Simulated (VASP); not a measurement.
Crystal: W.

```
CELL_PARAMETERS angstrom
0.00000 2.03000 2.03000
2.03000 0.00000 2.03000
2.03000 2.03000 0.00000
ATOMIC_POSITIONS crystal
W 0.00000 0.00000 0.00000
```

Base run:

* Program: VASP 6.6.1
* Functional: r2SCAN
* Potentials or basis: VASP PAW PBE potentials, release 64 (W_sv)
* Cutoff: 520 eV
* k mesh: 8 × 8 × 8
* Occupations: methfessel-paxton, width 0.05 eV
* Spin: no spin polarisation

Its results: band gap on the k mesh zero (band 7 reaches 12.98 eV, above the bottom of band 8 at 9.52 eV); pressure -8.2 GPa.

Problem. The run is repeated on the same cell with these changes: k mesh from 8 × 8 × 8 to 4 × 4 × 4. What comes out?

Solution. Band gap on the k mesh zero (band 7 reaches 13.01 eV, above the bottom of band 8 at 9.55 eV); pressure -9.6 GPa.

Caveats: some runs use coarse meshes; the PAW data sets were made with another functional, which shifts forces and pressure a little; spin-orbit coupling is left out, which moves the levels of the heavy elements.
